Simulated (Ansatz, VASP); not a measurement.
**Zr2ZnN2: VASP beside Ansatz**

```
Zr Zn N
1.0
     3.37673    0.00000    0.00000
     0.00000    3.37673    0.00000
     0.00000    0.00000    6.66787
Zr Zn N
2 1 2
Cartesian
  1.6884 1.6884 1.9392
  1.6884 1.6884 4.7286
  0.0000 0.0000 0.0000
  0.0000 1.6884 3.3339
  1.6884 0.0000 3.3339
```

Change from the starting cell: species swapped into the CeMg2Si2 type (P4/mmm, No. 123).

Alike in both runs: functional PBE; k mesh 4 × 4 × 4; occupations gaussian, width 0.1 eV; no spin polarisation.

Ansatz relaxed the structure, and its values are those at the end. VASP's run is a single point on that final structure, the one shown.

|  | VASP | Ansatz |
| --- | --- | --- |
| version | VASP 6.6.1 | Ansatz 0.2.0 |
| potentials or method | VASP PAW PBE potentials, release 64 (Zr_sv, Zn, N), cutoff 520 eV | scalar-relativistic, plane waves, PAW |
| valence electrons in the cell | 46 | 46 |

|  | VASP | Ansatz | Ansatz less VASP |
| --- | --- | --- | --- |
| gap on the k mesh at the Fermi level (eV) | none | none | - |
| pressure (GPa) | 0.4 | 0.2 | -0.16 |
| rms of the force components (eV/Å) | 0.004 | 0.008 | +0.0042 |

A gap of «none» marks a metal or a gap that the smearing closes.

The k mesh is coarse, so the values compare programs but aren't converged.
